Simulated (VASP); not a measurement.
# Be2ZnTe2O: single point with PBE

Be2ZnTe2O:

```
CELL_PARAMETERS angstrom
5.02680 0.00000 0.00000
-2.51340 4.35334 0.00000
0.00000 0.00000 5.28400
ATOMIC_POSITIONS crystal
Be 0.33333 0.66667 0.00000
Be 0.66667 0.33333 0.00000
Zn 0.00000 0.00000 0.50000
Te 0.33333 0.66667 0.50000
Te 0.66667 0.33333 0.50000
O 0.00000 0.00000 0.00000
```

The cell was built from a structure type or drawn by symmetry, and may not be a known phase.

- Program: VASP 6.6.1
- Task: single point
- Functional: PBE
- Potentials or basis: VASP PAW PBE potentials, release 64 (Be, Zn, Te, O)
- Cutoff: 520 eV
- k mesh: 6 × 6 × 4
- Occupations: gaussian, width 0.1 eV
- Spin: no spin polarisation
- Dipole correction: no
- Further INCAR settings: ALGO = Normal; EDIFF = 1e-06; NBANDS = 26

- Pressure: -1.3 GPa
- Band gap on the k mesh: zero (bands 17 and 18 overlap by 2.69 eV)

Stress tensor (GPa, compression positive):
```
 2.91  0.00  0.00
 0.00  2.91  0.00
 0.00  0.00 -9.58
```

Levels at points of the mesh, in eV from the Fermi level:
| k point | band 15 | band 16 | band 17 | band 18 | band 19 | band 20 |
| --- | --- | --- | --- | --- | --- | --- |
| (0.00, 0.00, 0.00) | -2.26 | -1.89 | -1.36 | -1.36 | -1.10 | 1.53 |
| (0.50, 0.00, 0.00) | -2.23 | -1.10 | -0.32 | 0.42 | 1.36 | 1.40 |
| (0.00, 0.00, 0.50) | -2.42 | -2.14 | -2.14 | 0.15 | 0.35 | 0.35 |
| (0.50, 0.00, 0.50) | -1.53 | 0.07 | 1.05 | 1.19 | 1.60 | 2.07 |

It took 66 s on 1 thread of Intel(R) Xeon(R) Platinum 8488C (Sapphire Rapids), with other jobs on the host, peak memory 0.28 GiB.

Caveat: spin-orbit coupling is left out, which moves the levels of the heavy elements.
